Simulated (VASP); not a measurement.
The system is LaTlCl4.

```
La Tl Cl
1.0
     4.94575    0.00000    0.00000
     2.04457    4.62631    0.00000
     1.42954   -0.12898    7.57356
La Tl Cl
1 1 4
Direct
  0.50000 0.00000 0.00000
  0.00000 0.50000 0.50000
  0.58182 0.63987 0.29984
  0.41818 0.36013 0.70016
  0.14474 0.60195 0.06214
  0.85526 0.39805 0.93786
```

The cell was generated, and may not be a known phase.

| Quantity | Value |
| --- | --- |
| Program | VASP 6.6.1 |
| Task | relaxation of cell and atoms |
| Functional | PBE |
| Potentials or basis | VASP PAW PBE potentials, release 64 (La, Tl_d, Cl) |
| Cutoff | 600 eV |
| k mesh | 3 × 3 × 2 |
| Occupations | gaussian, width 0.15 eV |
| Spin | no spin polarisation |

At the start: pressure 7.6 GPa; volume 28.88 Å³/atom.

Q: How do energy, volume and symmetry change on relaxing?

A: Over 35 steps the energy falls by 704.0 meV/atom and the volume is 31.80 Å³/atom (+10.1 %); space group P-1 (No. 2, to 0.1 Å) before, C2/m (No. 12, to 0.1 Å).

The path:
```tsv
step	energy change (eV)	largest force (eV/Å)	pressure (GPa)	volume (Å³)
1	0.0000	4.5873	7.63	173.29
2	-2.9699	0.8297	-1.74	208.24
3	-3.0330	0.8005	-2.19	212.35
4	-3.0776	0.7803	-2.88	220.58
5	-3.5336	0.4532	-0.22	203.68
6	-3.5499	0.5370	0.47	200.39
7	-3.6453	0.3836	0.15	200.97
8	-3.6966	0.4191	-0.21	201.58
9	-3.7659	0.3364	-0.06	200.23
10	-3.8331	0.2881	0.29	196.63
11	-3.8841	0.1572	-0.18	199.63
12	-3.8918	0.1913	-0.39	201.33
13	-3.9150	0.2301	0.31	197.09
14	-3.9161	0.2533	0.53	195.90
15	-3.9320	0.2628	0.44	195.97
16	-3.9628	0.3074	0.25	196.05
17	-3.9260	0.5876	0.24	195.54
18	-3.9668	0.3499	0.20	196.01
19	-3.9924	0.3390	0.07	196.79
20	-4.0426	0.3148	-0.24	199.02
21	-3.9862	0.5235	-0.28	203.01
22	-4.0497	0.3197	-0.33	200.00
23	-4.0816	0.1636	0.06	198.30
24	-4.0886	0.2418	0.36	197.10
25	-4.1093	0.2317	0.01	198.74
26	-4.1234	0.2231	-0.48	201.28
27	-4.1471	0.1953	-0.31	198.96
28	-4.1700	0.2408	0.21	193.80
29	-4.1910	0.1648	0.08	193.12
30	-4.2011	0.1205	-0.04	192.09
31	-4.2131	0.1216	0.11	191.50
32	-4.2133	0.1427	0.14	191.40
33	-4.2195	0.0868	-0.22	192.75
34	-4.2196	0.0880	-0.28	192.95
35	-4.2242	0.0596	0.01	190.77
```

Final structure:
```xyz
6
Lattice="5.0667 0.2847 0.3346 2.3285 4.4907 0.5619 1.9698 0.7799 8.8288" Properties=species:S:1:pos:R:3 pbc="T T T"
La    2.5333    0.1423    0.1673
Tl    2.1492    2.6353    4.6954
Cl    4.6707    4.3465    3.4827
Cl    4.6944    1.2088    6.2427
Cl    2.3461    2.9813    1.1142
Cl    7.0189    2.5739    8.6112
```

Caveat: the k points lie up to 0.49 Å⁻¹ apart in the final cell; a cell axis changed by over 15 % at a fixed basis, so the end point is rough; the relaxation stopped at a loose force limit of 0.08 eV/Å, so its end isn't a converged minimum.
